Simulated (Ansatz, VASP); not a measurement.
**One calculation of PtSe2, two programs**

INCAR

```
SYSTEM = PtSe2
PREC = Accurate
ENCUT = 520
EDIFF = 1E-6
ISMEAR = 0
SIGMA = 0.15
LREAL = .False.
LASPH = .True.
NELM = 80
ALGO = Normal
ISIF = 2
LWAVE = .False.
LCHARG = .True.
GGA = CA
LELF = .True.
LVHAR = .True.
NBANDS = 18
```

Contents of KPOINTS:

```
regular mesh
0
Gamma
  15 15 10
  0 0 0
```

Contents of POSCAR:

```
PtSe2
1.0
    3.4260805562      0.0000000000      0.0000000000
   -1.7130402781      2.9670727971      0.0000000000
    0.0000000000      0.0000000000      5.0620000000
Pt Se
1 2
Direct
    0.0000000000      0.0000000000      0.0000000000
    0.3333333333      0.6666666667      0.2500000000
    0.6666666667      0.3333333333      0.7500000000
```

Input for Ansatz:

```yaml
crystal:
  lattice:
    - [3.4260805562, 0.0, 0.0]
    - [-1.7130402781, 2.9670727971, 0.0]
    - [0.0, 0.0, 5.062]
  atoms:
    - { symbol: Pt, position: [0.0, 0.0, 0.0] }
    - { symbol: Se, position: [0.3333333333, 0.6666666667, 0.25] }
    - { symbol: Se, position: [0.6666666667, 0.3333333333, 0.75] }
basis:
  ecutwfc: 420
kpoints:
  mp_grid: { grid: [15, 15, 10] }
hamiltonian:
  xc: lda
scf:
  occupations: { method: gaussian, width: 0.15 }
output:
  forces: true
  stress: true
  eigenvalues: true
```

Change from the starting cell: strain -0.080 along x and y, +0.000 along z, atoms carried along.

Alike in both runs: task single point; functional LDA; k mesh 15 × 15 × 10; occupations gaussian, width 0.15 eV; no spin polarisation.

|  | VASP | Ansatz |
| --- | --- | --- |
| version | VASP 6.6.1 | Ansatz 0.2.0 |
| potentials or method | VASP PAW LDA potentials, release 64 (Pt, Se), cutoff 520 eV | scalar-relativistic, plane waves, PAW |
| valence electrons in the cell | 22 | 50 |

VASP gave:

| Property | Result |
| --- | --- |
| gap on the k mesh at the Fermi level (eV) | none |
| pressure (GPa) | 38.2 |
| traceless stress, the component that is largest in VASP (GPa) | -11.65 |
| rms of the force components (eV/Å) | 1.408 |

Problem. Which values does Ansatz return?

Solution. gap on the k mesh at the Fermi level (eV): none; pressure (GPa): 37.2; traceless stress, the component that is largest in VASP (GPa): -11.46; rms of the force components (eV/Å): 1.359.

LDA's correlation is that of Perdew and Zunger in VASP and of Perdew and Wang (1992) in Ansatz. Atom by atom the forces differ by 0.049 eV/Å (rms over components). A gap of «none» marks a metal or a gap that the smearing closes. Both programs put the cell under a high pressure, so it lies far from rest at this level. VASP's potentials hold 22 valence electrons a cell and Ansatz's 50, so a difference there can come from the potentials and not from the codes.

Neither program's run includes spin-orbit coupling.
